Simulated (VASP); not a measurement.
# Yb: single point with PBEsol

Yb:

```xyz
2
Lattice="3.6609 0.0000 0.0000 -1.8305 3.1705 0.0000 0.0000 0.0000 6.0064" Properties=species:S:1:pos:R:3 pbc="T T T"
Yb    0.0000    2.1136    1.5016
Yb    1.8305    1.0568    4.5048
```

This isn't the form of Yb at room conditions, which is fcc.

```yaml
Program: VASP 6.6.1
Task: single point
Functional: PBEsol
Potentials_or_basis: VASP PAW PBE potentials, release 64 (Yb)
Cutoff: 520 eV
k_mesh: 12 × 12 × 6
Occupations: fermi-dirac, width 0.1 eV
Spin: no spin polarisation
```

* Pressure: -1.5 GPa
* Band gap on the k mesh: zero (bands 24 and 25 overlap by 0.29 eV)

Levels at points of the mesh, in eV from the Fermi level:
```csv
k point,band 20,band 21,band 22,band 23,band 24,band 25,band 26,band 27,band 28,band 29
"(0.00, 0.00, 0.00)",-0.49,-0.45,-0.45,-0.43,-0.43,0.42,2.78,2.82,2.82,3.41
"(0.50, 0.00, 0.00)",-0.47,-0.46,-0.45,-0.43,-0.43,-0.15,0.19,1.75,2.48,2.66
"(0.00, 0.00, 0.50)",-0.44,-0.44,-0.44,-0.43,-0.43,1.52,1.52,2.80,2.80,2.80
"(0.50, 0.00, 0.50)",-0.49,-0.46,-0.46,-0.45,-0.45,0.48,0.48,1.65,1.65,3.91
```

It took 7.3 min on 1 thread of Intel Xeon 8259CL, on a shared host, peak memory 0.29 GiB.

Caveat: the PAW data sets were made with another functional, which shifts forces and pressure a little; spin-orbit coupling is left out, which moves the levels of the heavy elements. Spin polarisation is off, so any magnetic state and its effect on volume and gap are missing.
